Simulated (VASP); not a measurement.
# Mg16O16F (a cell with a defect) in VASP: a series of runs, part 2 of 2

VASP 6.6.1. The steps go on from the part before.

**3. Single point, HSE06**

Contents of POSCAR:

```
Mg16O16F
1.0
   -4.2543812300      4.2543812300      4.2543812300
    4.2543812300     -4.2543812300      4.2543812300
    4.2543812300      4.2543812300     -4.2543812300
Mg O F
16 16 1
Direct
    0.0083307400      0.0085464000      0.0079431000
    0.0015517000      0.2548243800      0.7494152400
    0.0031639100      0.4984795300      0.4977971400
    0.0015915500      0.7501314600      0.2542319800
    0.2547086900      0.0017375300      0.7494548700
    0.2451632900      0.2453243800      0.4962489900
    0.2451278400      0.4968868800      0.2445766800
    0.2547224400      0.7500940500      0.0010870200
    0.4983016800      0.0032398500      0.4978138600
    0.4967305300      0.2452643800      0.2445653900
    0.4983116800      0.4984860600      0.0024594300
    0.4914729100      0.7502185300      0.7494779700
    0.7499317900      0.0017512000      0.2542326300
    0.7499462100      0.2549128800      0.0010995100
    0.7500064400      0.4914732700      0.7493891400
    0.7498417600      0.7499800400      0.4906713000
    0.0039011800      0.0040275400      0.5078170100
   -0.0084927600      0.2456578300      0.2449896500
    0.0039271700      0.5084941200      0.0033795000
    0.0493446900      0.7500529700      0.7494436800
    0.2454966000     -0.0083705400      0.2449540500
    0.2454543100      0.2455969500     -0.0090718500
    0.2544675700      0.4961145600      0.7494227600
    0.2544328000      0.7500959300      0.4954257400
    0.5083985400      0.0041098200      0.0034178100
    0.4960065600      0.2545653300      0.7494161000
    0.4505413800      0.4506694500      0.4499515600
    0.4960172700      0.7501014100      0.2538436300
    0.7499301600      0.0493668100      0.7495129300
    0.7499712300      0.2545294100      0.4954689000
    0.7499630600      0.4961518400      0.2538378600
    0.7500387800      0.7502229500      0.0486682200
    0.7498961800      0.7498964500      0.7491561200
```

Contents of INCAR.step1:

```
SYSTEM = Mg16O16F
ALGO     = Normal         ! electronic algorithm
EDIFF    = 1E-5           ! SCF threshold, eV
ENCUT    = 520            ! plane-wave cutoff, eV
GGA      = PE             ! functional
GGA_COMPAT= .False.      
ISIF     = 2              ! what is computed and relaxed
ISMEAR   = -1             ! smearing method
ISYM     = -1           
LASPH    = .True.         ! aspherical terms in the spheres
LCHARG   = .False.        ! write CHGCAR
LREAL    = Auto         
LWAVE    = .True.         ! write WAVECAR
NBANDS   = 90             ! bands
NELECT   = 136.0        
NELM     = 120            ! most SCF steps
PREC     = Accurate       ! precision mode
SIGMA    = 0.01           ! smearing width, eV
```

Contents of INCAR.step2:

```
SYSTEM = Mg16O16F
ALGO     = Normal         ! electronic algorithm
EDIFF    = 1E-6           ! SCF threshold, eV
ENCUT    = 520            ! plane-wave cutoff, eV
GGA      = PE             ! functional
GGA_COMPAT= .False.      
HFSCREEN = 0.2079         ! screening, 1/A
ISIF     = 2              ! what is computed and relaxed
ISMEAR   = -1             ! smearing method
ISTART   = 1            
ISYM     = -1           
LASPH    = .True.         ! aspherical terms in the spheres
LCHARG   = .False.        ! write CHGCAR
LHFCALC  = .True.         ! exact exchange
LREAL    = Auto         
LWAVE    = .False.        ! write WAVECAR
NBANDS   = 90             ! bands
NELECT   = 136.0        
NELM     = 120            ! most SCF steps
PREC     = Accurate       ! precision mode
PRECFOCK = Fast         
SIGMA    = 0.01           ! smearing width, eV
```

Contents of KPOINTS:

```
explicit points
1
Reciprocal
  0.25000000   0.25000000   0.25000000 1
```

Potentials or basis: VASP PAW PBE potentials, release 64 (Mg, O, F).

Started as:

```sh
$ cat potpaw_PBE.64/Mg/POTCAR potpaw_PBE.64/O/POTCAR potpaw_PBE.64/F/POTCAR > POTCAR
$ cp INCAR.step1 INCAR
$ mpirun -np 1 vasp_std > vasp.out
$ cp INCAR.step2 INCAR
$ mpirun -np 1 vasp_std > vasp.out
```

It took 7.3 min on 1 thread of Intel Xeon Platinum 8375C at 2.90GHz (Ice Lake), shared host; peak memory 0.56 GiB.

The run converged. Its results:

```yaml
Free_energy: -225.3850 eV
Largest_force: 0.069 eV/Å
```

Forces in eV/Å, atoms in the order of the input:
```
Mg  -0.040 -0.037 -0.036
Mg   0.006 -0.005 -0.043
Mg   0.044  0.007  0.005
Mg   0.004 -0.043 -0.005
Mg  -0.008  0.006 -0.043
Mg  -0.007 -0.006  0.043
Mg  -0.005  0.044 -0.006
Mg  -0.008 -0.042  0.008
Mg   0.006  0.045  0.007
Mg   0.043 -0.005 -0.007
Mg   0.007  0.009  0.043
Mg  -0.041  0.039  0.038
Mg  -0.044  0.006 -0.005
Mg  -0.044 -0.006  0.007
Mg   0.039 -0.039  0.039
Mg   0.039  0.040 -0.038
O   -0.001 -0.004  0.006
O    0.005  0.002  0.003
O   -0.003  0.006 -0.003
O   -0.020  0.017  0.021
O    0.004  0.005  0.003
O    0.003  0.002  0.005
O    0.004 -0.005 -0.006
O    0.004 -0.005 -0.003
O    0.006 -0.003 -0.003
O   -0.003  0.002 -0.006
O   -0.020 -0.021 -0.019
O   -0.002 -0.007  0.002
O    0.019 -0.022  0.021
O   -0.006  0.002 -0.003
O   -0.006 -0.003  0.003
O    0.021  0.021 -0.023
F    0.005  0.000 -0.001
```

Levels at points of the mesh, in eV from the Fermi level:
```
           k point  band 65  band 66  band 67  band 68  band 69  band 70  band 71  band 72
(0.25, 0.25, 0.25)    -0.97    -0.28    -0.27    -0.27     8.02     8.02     8.02     8.31
```

Caveat: the cell carries a net charge on a neutralising background, which shifts energy and pressure; the cell is charged against a uniform background, so pressure and absolute levels hang on convention; the PAW data sets were made with another functional, which shifts forces and pressure a little.

**4. Single point, HSE06**

Contents of POSCAR:

```
Mg16O16F
1.0
   -4.2543812300      4.2543812300      4.2543812300
    4.2543812300     -4.2543812300      4.2543812300
    4.2543812300      4.2543812300     -4.2543812300
Mg O F
16 16 1
Direct
    0.0033186000      0.0034525800      0.0026579300
   -0.0061278500      0.2470620900      0.7494255500
   -0.0062129700      0.4987224900      0.4977975200
    0.0034211600      0.7519930200      0.2542779000
    0.2469339200     -0.0060083500      0.7493858700
    0.2404071100      0.2405131100      0.4910818700
    0.2469307800      0.4986875000      0.2445646200
    0.2453307100      0.7502916100      0.0009883600
    0.4985541800     -0.0061392800      0.4977805400
    0.4985220900      0.2470388900      0.2444993000
    0.4987162900      0.4988908800      0.0079129500
    0.4984925200      0.7572569700      0.7495093900
    0.7518700000      0.0036409500      0.2543697700
    0.7501683100      0.2455359600      0.0010001200
    0.7569381800      0.4984315500      0.7492888100
    0.7500866400      0.7502038300      0.4962230400
    0.0030905500      0.0032374400      0.5079566800
    0.0030186100      0.2571868300      0.2538765700
   -0.0059204500      0.4986891700      0.0033533000
   -0.0059957300      0.7526063700      0.7494112300
    0.2569805600      0.0031276900      0.2538397700
    0.2445815000      0.2447308100     -0.0090731300
    0.1994126800      0.4987228400      0.7493952300
    0.2446070600      0.7403305900      0.4954887700
    0.4985193000     -0.0057193100      0.0033474300
    0.4985870000      0.1996231100      0.7493348100
    0.4983765600      0.4984624400      0.4500424600
    0.4985291600      0.7526667700      0.2449851900
    0.7524585800     -0.0058156900      0.7494113000
    0.7401480900      0.2447072200      0.4954300200
    0.7525252800      0.4987127600      0.2449700100
    0.7978441600      0.7980895900      0.0489284800
    0.4988476400      0.4990596600      0.7495897500
```

Changes to INCAR.step1 since step 3:

```diff
@@ -5,3 +5,3 @@
 GGA      = PE             ! functional
-GGA_COMPAT= .False.      
+GGA_COMPAT= .FALSE.      
 ISIF     = 2              ! what is computed and relaxed
@@ -9,6 +9,6 @@
 ISYM     = -1           
-LASPH    = .True.         ! aspherical terms in the spheres
-LCHARG   = .False.        ! write CHGCAR
+LASPH    = .TRUE.         ! aspherical terms in the spheres
+LCHARG   = .FALSE.        ! write CHGCAR
 LREAL    = Auto         
-LWAVE    = .True.         ! write WAVECAR
+LWAVE    = .TRUE.         ! write WAVECAR
 NBANDS   = 90             ! bands
```

Changes to INCAR.step2 since step 3:

```diff
@@ -5,3 +5,3 @@
 GGA      = PE             ! functional
-GGA_COMPAT= .False.      
+GGA_COMPAT= .FALSE.      
 HFSCREEN = 0.2079         ! screening, 1/A
@@ -11,7 +11,7 @@
 ISYM     = -1           
-LASPH    = .True.         ! aspherical terms in the spheres
-LCHARG   = .False.        ! write CHGCAR
-LHFCALC  = .True.         ! exact exchange
+LASPH    = .TRUE.         ! aspherical terms in the spheres
+LCHARG   = .FALSE.        ! write CHGCAR
+LHFCALC  = .TRUE.         ! exact exchange
 LREAL    = Auto         
-LWAVE    = .False.        ! write WAVECAR
+LWAVE    = .FALSE.        ! write WAVECAR
 NBANDS   = 90             ! bands
```

KPOINTS is that of step 3.

Started as:

```sh
$ cat potpaw_PBE.64/Mg/POTCAR potpaw_PBE.64/O/POTCAR potpaw_PBE.64/F/POTCAR > POTCAR
$ cp INCAR.step1 INCAR
$ mpirun -np 1 vasp_std > vasp.out
$ cp INCAR.step2 INCAR
$ mpirun -np 1 vasp_std > vasp.out
```

Wall time 6.9 min (1 thread of Intel Xeon Platinum 8375C at 2.90GHz (Ice Lake), shared host); peak memory 0.55 GiB.

Results (log left out):

* Free energy: -225.3852 eV
* Largest force: 0.052 eV/Å

Forces in eV/Å, atoms in the order of the input:
```
Mg   0.005  0.004 -0.042
Mg   0.007 -0.007  0.043
Mg   0.006  0.042 -0.006
Mg   0.005 -0.042  0.004
Mg  -0.005  0.006  0.043
Mg   0.029  0.028  0.026
Mg  -0.005  0.044  0.004
Mg  -0.042 -0.006 -0.006
Mg   0.043  0.005 -0.004
Mg   0.044 -0.004  0.005
Mg  -0.029 -0.030  0.027
Mg  -0.030  0.029 -0.028
Mg  -0.043  0.004  0.004
Mg  -0.005 -0.044 -0.006
Mg   0.033 -0.030 -0.027
Mg  -0.004 -0.005 -0.043
O   -0.005 -0.004 -0.003
O   -0.002 -0.004 -0.003
O   -0.006  0.007  0.004
O   -0.005  0.006  0.007
O   -0.004 -0.001 -0.004
O    0.006  0.005 -0.004
O    0.024 -0.026 -0.026
O    0.003 -0.005  0.004
O    0.005 -0.005  0.004
O   -0.027  0.025 -0.028
O   -0.025 -0.026  0.027
O    0.004  0.003 -0.003
O    0.004 -0.004  0.007
O   -0.006  0.004  0.004
O    0.002  0.005 -0.003
O    0.023  0.025  0.027
F   -0.002  0.000 -0.005
```

Levels at points of the mesh, in eV from the Fermi level:
```
           k point  band 66  band 67  band 68  band 69  band 70  band 71
(0.25, 0.25, 0.25)    -0.28    -0.28    -0.27     8.02     8.02     8.02
```

Caveat: the cell carries a net charge on a neutralising background, which shifts energy and pressure; the cell is charged against a uniform background, so pressure and absolute levels hang on convention; the PAW data sets were made with another functional, which shifts forces and pressure a little.
